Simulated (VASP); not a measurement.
# Pt (P6_3/mmc) in VASP: notebook

The runs below take Pt through single point, with r2SCAN, PBEsol.

Everything below comes from runs of VASP 6.6.1. Logs are shortened: lines on timing, memory, paths and dates and some standing lists are left out, and cuts for length are marked.

## Step 1: The cell of the first run

It takes space group P6_3/mmc (No. 194, hexagonal). Conventional cell: a = 2.779 Å, b = 2.779 Å, c = 4.824 Å, α = 90.00°, β = 90.00°, γ = 120.00°. Pt (site symmetry -6m2) has 12 Pt at 2.78 to 2.90 Å within 3.7 Å.

## Step 2: Single point, r2SCAN

File POSCAR:

```
Pt
1.0
    2.7789487024      0.0000000000      0.0000000000
   -1.3894743512      2.4066401720      0.0000000000
    0.0000000000      0.0000000000      4.8238709117
Pt
2
Direct
    0.3333333333      0.6666666667      0.2500000000
    0.6666666667      0.3333333333      0.7500000000
```

File INCAR.step1:

```
PREC     = Accurate       # precision mode
ENCUT    = 520            # plane-wave cutoff, eV
ISMEAR   = -1             # smearing method
SIGMA    = 0.05           # smearing width, eV
LREAL    = False          # projectors in reciprocal space
LASPH    = True           # aspherical terms in the spheres
NELM     = 80             # most SCF steps
NBANDS   = 17             # bands
GGA      = PE             # functional
ALGO     = Normal         # electronic algorithm
EDIFF    = 1E-4           # SCF threshold, eV
LWAVE    = True           # write WAVECAR
LCHARG   = False          # write CHGCAR
```

File INCAR.step2:

```
PREC     = Accurate       # precision mode
ENCUT    = 520            # plane-wave cutoff, eV
EDIFF    = 1E-6           # SCF threshold, eV
ISMEAR   = -1             # smearing method
SIGMA    = 0.05           # smearing width, eV
LREAL    = False          # projectors in reciprocal space
LASPH    = True           # aspherical terms in the spheres
NELM     = 80             # most SCF steps
ALGO     = Normal         # electronic algorithm
ISIF     = 2              # what is computed and relaxed
LWAVE    = False          # write WAVECAR
LCHARG   = False          # write CHGCAR
METAGGA  = R2SCAN         # meta-GGA
LMIXTAU  = True         
NBANDS   = 17             # bands
ISTART   = 1
```

File KPOINTS:

```
regular mesh
0
Gamma
  11 11 6
```

Potentials or basis: VASP PAW PBE potentials, release 64 (Pt).

On the command line:

```
$ cat potpaw_PBE.64/Pt/POTCAR > POTCAR
$ cp INCAR.step1 INCAR
$ mpirun -np 1 vasp_std > vasp.out
$ cp INCAR.step2 INCAR
$ mpirun -np 1 vasp_std > vasp.out
```

OUTCAR:

```text
PREC = Accurate
   ENCUT = 520
   EDIFF = 1E-6
   ISMEAR = -1
   LREAL = False
   LASPH = True
   NELM = 80
   ISIF = 2
   METAGGA = R2SCAN
   ISTART = 1

 ion  position               nearest neighbor table
   1  0.333  0.667  0.250-   2 2.90   2 2.90   2 2.90   2 2.90   2 2.90   2 2.90
   2  0.667  0.333  0.750-   1 2.90   1 2.90   1 2.90   1 2.90   1 2.90   1 2.90

  LATTYP: Found a hexagonal cell.
 ALAT       =     2.7789487024
 C/A-ratio  =     1.7358618054

  Lattice vectors:

 A1 = (   2.7789487024,   0.0000000000,   0.0000000000)
 A2 = (  -1.3894743512,   2.4066401720,   0.0000000000)
 A3 = (   0.0000000000,   0.0000000000,   4.8238709117)

Analysis of symmetry for initial positions (statically):
=====================================================================
 Subroutine PRICEL returns:
 Original cell was already a primitive cell.

 Routine SETGRP: Setting up the symmetry group for a
 hexagonal supercell.

 Subroutine GETGRP returns: Found 24 space group operations
 (whereof 12 operations were pure point group operations)
 out of a pool of 24 trial point group operations.

The static configuration has the point symmetry D_3d.
 The point group associated with its full space group is D_6h.

Analysis of symmetry for dynamics (positions and initial velocities):
=====================================================================
 Subroutine PRICEL returns:
 Original cell was already a primitive cell.

 Routine SETGRP: Setting up the symmetry group for a
 hexagonal supercell.

 Subroutine GETGRP returns: Found 24 space group operations
 (whereof 12 operations were pure point group operations)
 out of a pool of 24 trial point group operations.

The dynamic configuration has the point symmetry D_3d.
 The point group associated with its full space group is D_6h.

 Subroutine INISYM returns: Found 24 space group operations
 (whereof 12 operations are pure point group operations),
 and found     1 'primitive' translations

----------------------------------------------------------------------------------------

                                     Primitive cell

  volume of cell :      32.2617

  direct lattice vectors                    reciprocal lattice vectors
[... 75 lines left out ...]
   NGX,Y,Z   is equivalent  to a cutoff of  14.36, 14.36, 12.41 a.u.
   NGXF,Y,Z  is equivalent  to a cutoff of  28.72, 28.72, 24.81 a.u.
 SYSTEM =  unknown system
   PREC   = accura    normal or accurate (medium, high low for compatibility)
   ISTART =      1    job   : 0-new  1-cont  2-samecut
   ICHARG =      0    charge: 1-file 2-atom 10-const
   ISPIN  =      1    spin polarized calculation?
   LNONCOLLINEAR =      F non collinear calculations
   LSORBIT =      F    spin-orbit coupling
   LASPH  =      T    aspherical Exc in radial PAW
   ENCUT  =  520.0 eV  38.22 Ry    6.18 a.u.   5.17  5.17  8.97*2*pi/ulx,y,z
   NELM   =     80;   NELMIN=  2; NELMDL=  0     # of ELM steps
   EDIFF  = 0.1E-05   stopping-criterion for ELM
   LREAL  =      F    real-space projection
   EDIFFG = 0.1E-04   stopping-criterion for IOM
   NSW    =      0    number of steps for IOM
   IBRION =     -1    ionic relax: 0-MD 1-quasi-New 2-CG
   NFREE  =      0    steps in history (QN), initial steepest desc. (CG)
   ISIF   =      2    stress and relaxation
   ISYM   =      2    0-nonsym 1-usesym 2-fastsym
   POTIM  = 0.5000    time-step for ionic-motion
   TEBEG  =    0.0;   TEEND  =   0.0 temperature during run
   PSTRESS=    0.0 pullay stress
   NELECT =      20.0000    total number of electrons
   NUPDOWN=      -1.0000    fix difference up-down
   EMIN   =  10.00;   EMAX   =-10.00  energy-range for DOS
   EFERMI =   0.00;   METHOD = LEGACY
   ISMEAR =    -1;   SIGMA  =   0.05  broadening in eV -4-tet -1-fermi 0-gaus
   EFERMI_NEDOS =   21; number of points for ismear=-14 and -15
   IALGO  =     38    algorithm
   IMIX   =      4    mixing-type and parameters
     AMIX     =   0.40;   BMIX     =  1.00
     AMIX_MAG =   1.60;   BMIX_MAG =  1.00
  volume/ion in A,a.u.               =      16.13       108.86
  Fermi-wavevector in a.u.,A,eV,Ry     =   1.395904  2.637877 26.511624  1.948549
  Thomas-Fermi vector in A             =   2.519311
   LORBIT       =      0    0 simple, 1 ext, 2 COOP (PROOUT), +10 PAW based schemes
   METAGGA = R2SCAN    functional components
   LHFCALC =     F    Hartree Fock is set to
   AEXX    =    0.0000 exact exchange contribution
   IVDW    =     0    specifies the selected vdW correction
   LEPSILON=     F    determine dielectric tensor
   LRPA    =     F    only Hartree local field effects (RPA)
 non-spin polarized calculation
  energy-cutoff  :      520.00
  volume of cell :       32.26
 maximum number of plane-waves:       893
 NGX is ok and might be reduce to    24
   NGX = 11   NGY = 11   NGZ = 17

 number of electron      20.0000002 magnetization

 Free energy of the ion-electron system (eV)
  ---------------------------------------------------
  ext. energy  EPLUGINS =         0.00000000
  ---------------------------------------------------
  free energy    TOTEN  =      -102.83734420 eV

  energy without entropy =     -102.80389103  energy(sigma->0) =     -102.82061762

 E-fermi :   9.7411     XC(G=0): -14.1481

 val. band max:        9.7384608283   @ k =   0.3636   0.0909   0.0000
 cond. band min:       9.7495711707   @ k =   0.2727   0.2727   0.5000
 fundamental gap:      0.0111103424
 Fermi energy:         9.7411320986

 k-point     1 :       0.0000    0.0000    0.0000
  band No.  band energies     occupation
      1       0.0394      2.00000
      2       2.6804      2.00000
      3       5.8361      2.00000
      4       6.3332      2.00000
      5       6.3332      2.00000
      6       6.6910      2.00000
[... 457 lines left out ...]
      4       5.4300      2.00000
      5       5.9868      2.00000
      6       6.5535      2.00000
[... 9 lines left out ...]
     16      27.1317      0.00000
     17      27.9877      0.00000

 [... further k-points ...]
[... 5 lines left out ...]
  --------------------------------------------------------------------------------------
  -------------------------------------------------------------------------------------
  Total       -2.0995913     -2.0995913     -1.8931101      0.0000000     -0.0000000      0.0000000
  in kB     -104.2696636   -104.2696636    -94.0154201      0.0000000     -0.0000000      0.0000000
  external PRESSURE =    -100.8515824 kB  Pullay stress =       0.0000000 kB

 VOLUME and BASIS-vectors are now :
 -----------------------------------------------------------------------------
  energy-cutoff  :      520.00
  volume of cell :       32.26
      direct lattice vectors                 reciprocal lattice vectors
     2.778948702  0.000000000  0.000000000     0.359848312  0.207758520  0.000000000
    -1.389474351  2.406640172  0.000000000     0.000000000  0.415517040  0.000000000
     0.000000000  0.000000000  4.823870912     0.000000000  0.000000000  0.207302396

 POSITION                                       TOTAL-FORCE (eV/Angst)
 -----------------------------------------------------------------------------------
     -0.00000      1.60443      1.20597        -0.000000      0.000000      0.000000
      1.38947      0.80221      3.61790         0.000000     -0.000000      0.000000
 -----------------------------------------------------------------------------------
    total drift:                               -0.000000      0.000000     -0.000000

  FREE ENERGIE OF THE ION-ELECTRON SYSTEM (eV)
  ---------------------------------------------------
  free  energy   TOTEN  =      -102.8373442050 eV

  energy  without entropy=     -102.8038910328  energy(sigma->0) =     -102.82061762
```

Wall time 47 s (1 thread of Intel Xeon 6975P-C (Granite Rapids), shared host); peak memory 0.17 GiB.

What came out:

| Quantity | Value |
| --- | --- |
| Free energy | -102.8373 eV |
| Pressure | -10.1 GPa |
| Band gap on the k mesh | zero (band 10 reaches 10.14 eV, above the bottom of band 11 at 8.91 eV) |

Caveat: the PAW data sets were made with another functional, which shifts forces and pressure a little; spin-orbit coupling is left out, which moves the levels of the heavy elements.

## Step 3: Single point, r2SCAN

This run uses another cell than the first one, of 16.45 Å³/atom, 1.020 times its volume.

File POSCAR:

```
Pt
1.0
    2.7969943295      0.0000000000      0.0000000000
   -1.3984971647      2.4222681435      0.0000000000
    0.0000000000      0.0000000000      4.8551956265
Pt
2
Direct
    0.3333333333      0.6666666667      0.2500000000
    0.6666666667      0.3333333333      0.7500000000
```

File INCAR.step1:

```
ALGO = Normal ; EDIFF = 1E-4
ENCUT = 520 ; GGA = PE
ISMEAR = -1 ; LASPH = True
LCHARG = False ; LREAL = False
LWAVE = True ; NBANDS = 17
NELM = 80 ; PREC = Accurate
SIGMA = 0.05
```

File INCAR.step2:

```
ALGO = Normal ; EDIFF = 1E-6
ENCUT = 520 ; ISIF = 2
ISMEAR = -1 ; ISTART = 1
LASPH = True ; LCHARG = True
LELF = True ; LMIXTAU = True
LREAL = False ; LVHAR = True
LWAVE = False ; METAGGA = R2SCAN
NBANDS = 17 ; NELM = 80
PREC = Accurate ; SIGMA = 0.05
```

File KPOINTS:

```
k-points
0
Gamma
  11 11 6
```

Potentials or basis: VASP PAW PBE potentials, release 64 (Pt).

On the command line:

```
$ cat potpaw_PBE.64/Pt/POTCAR > POTCAR
$ cp INCAR.step1 INCAR
$ mpirun -np 1 vasp_std > vasp.out
$ cp INCAR.step2 INCAR
$ mpirun -np 1 vasp_std > vasp.out
```

Run time: 44 s. Hardware: 1 thread of Intel Xeon 6975P-C (Granite Rapids), shared host; peak memory 0.18 GiB.

It converged, with:

- Free energy: -102.7900 eV
- Pressure: -13.9 GPa
- Band gap on the k mesh: zero (band 10 reaches 9.78 eV, above the bottom of band 11 at 8.59 eV)

Stress tensor (GPa, compression positive):
```
-14.49   0.00   0.00
  0.00 -14.49   0.00
  0.00   0.00 -12.82
```

Levels at points of the mesh, in eV from the Fermi level:
```
           k point  band 6  band 7  band 8  band 9  band 10  band 11  band 12  band 13  band 14  band 15
(0.00, 0.00, 0.00)   -2.96   -2.96   -1.78   -1.78    -0.33    -0.26    -0.26     4.67    16.14    16.56
(0.00, 0.00, 0.50)   -3.30   -3.30   -3.30   -0.81    -0.81    -0.81    -0.81    12.26    12.26    16.46
```

Caveat: the PAW data sets were made with another functional, which shifts forces and pressure a little; spin-orbit coupling is left out, which moves the levels of the heavy elements.

(Part 1 of 2 ends here.)
